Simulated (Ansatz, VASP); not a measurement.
One calculation of TiAl3, two programs

```
CELL_PARAMETERS angstrom
3.98065 0.00000 0.00000
0.00000 3.98065 0.00000
0.00000 0.00000 3.98065
ATOMIC_POSITIONS crystal
Ti 0.00000 0.00000 0.00000
Al 0.50000 0.00000 0.50000
Al 0.00000 0.50000 0.50000
Al 0.50000 0.50000 0.00000
```

Change from the starting cell: species swapped into the ErGa3 type (Pm-3m, No. 221).

Alike in both runs: task single point; functional PBE; k mesh 4 × 4 × 4; occupations gaussian, width 0.1 eV; collinear spin.

```csv
,VASP,Ansatz
version,VASP 6.6.1,Ansatz 0.2.0
potentials or method,"VASP PAW PBE potentials, release 64 (Ti_sv, Al), cutoff 520 eV","scalar-relativistic, plane waves, PAW"
valence electrons in the cell,21,21
```

|  | VASP | Ansatz | Ansatz less VASP |
| --- | --- | --- | --- |
| gap on the k mesh at the Fermi level (eV) | none | none | - |
| pressure (GPa) | 0.0 | 0.0 | +0.04 |
| net moment per atom (μB) | 0.00 | 0.00 | 0.000 |

A gap of «none» marks a metal or a gap that the smearing closes. Ansatz's warnings: seeded moment not kept.

The k mesh is coarse, so the values compare programs but aren't converged.
